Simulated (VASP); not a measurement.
Here is a VASP 6.6.1 calculation.

File INCAR:

```
SYSTEM = Y
ALGO = Normal
EDIFF = 1E-6
ENCUT = 520
GGA = PE
ISIF = 2
ISMEAR = -1
LASPH = .True.
LCHARG = .True.
LELF = .True.
LREAL = .False.
LVHAR = .True.
LWAVE = .False.
NBANDS = 12
NELM = 80
PREC = Accurate
SIGMA = 0.08
```

Contents of KPOINTS:

```
k-points
0
Gamma
  13 13 13
  0 0 0
```

The input POSCAR:

```
Y
1.0
   -2.0217034476      2.0217034476      2.0217034476
    2.0217034476     -2.0217034476      2.0217034476
    2.0217034476      2.0217034476     -2.0217034476
Y
1
Direct
    0.0000000000      0.0000000000      0.0000000000
```

Potentials or basis: VASP PAW PBE potentials, release 64 (Y_sv).

Run with:

```console
$ cat potpaw_PBE.64/Y_sv/POTCAR > POTCAR
$ mpirun -np 1 vasp_std > vasp.out
```

Question: Estimate the pressure.

Answer: -0.1 GPa.
